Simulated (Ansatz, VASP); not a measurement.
One calculation of W, two programs

The input INCAR:

```
SYSTEM = W
ALGO = Normal
EDIFF = 1E-6
ENCUT = 500
GGA = PS
GGA_COMPAT = .False.
ISIF = 2
ISMEAR = 0
LASPH = .True.
LCHARG = .False.
LREAL = .False.
LWAVE = .False.
NBANDS = 13
NELM = 120
PREC = Accurate
SIGMA = 0.15
```

The input KPOINTS:

```
k-points
0
Gamma
  22 22 22
  0 0 0
```

POSCAR

```
W
1.0
    0.0000000000      1.9130492249      2.0666670776
    1.9130492249      0.0000000000      2.0666670776
    1.9130492249      1.9130492249      0.0000000000
W
1
Direct
    0.0000000000      0.0000000000      0.0000000000
```

Input for Ansatz:

```yaml
crystal:
  lattice:
    - [0.0, 1.9130492249, 2.0666670776]
    - [1.9130492249, 0.0, 2.0666670776]
    - [1.9130492249, 1.9130492249, 0.0]
  atoms:
    - { symbol: W, position: [0.0, 0.0, 0.0] }
basis:
  ecutwfc: 420
kpoints:
  mp_grid: { grid: [22, 22, 22] }
hamiltonian:
  xc: pbesol
  pseudopotentials: { kind: paw, azcp: { folder: soft_1 } }
scf:
  occupations: { method: gaussian, width: 0.15 }
output:
  forces: true
  stress: true
  eigenvalues: true
```

Alike in both runs: task single point; functional PBEsol; k mesh 22 × 22 × 22; occupations gaussian, width 0.15 eV; no spin polarisation.

```csv
,VASP,Ansatz
version,VASP 6.6.1,Ansatz 0.2.0
potentials or method,"VASP PAW PBE potentials, release 64 (W_sv), cutoff 500 eV","scalar-relativistic, plane waves, PAW"
valence electrons in the cell,14,14
```

|  | VASP | Ansatz | Ansatz less VASP |
| --- | --- | --- | --- |
| gap on the k mesh at the Fermi level (eV) | none | none | - |
| pressure (GPa) | 19.6 | 18.8 | -0.84 |
| traceless stress, the component that is largest in VASP (GPa) | 8.66 | 8.60 | -0.057 |

VASP's potentials were made for PBE, not for PBEsol, and Ansatz warns of the same on its side. A gap of «none» marks a metal or a gap that the smearing closes.

Spin-orbit coupling is off throughout.
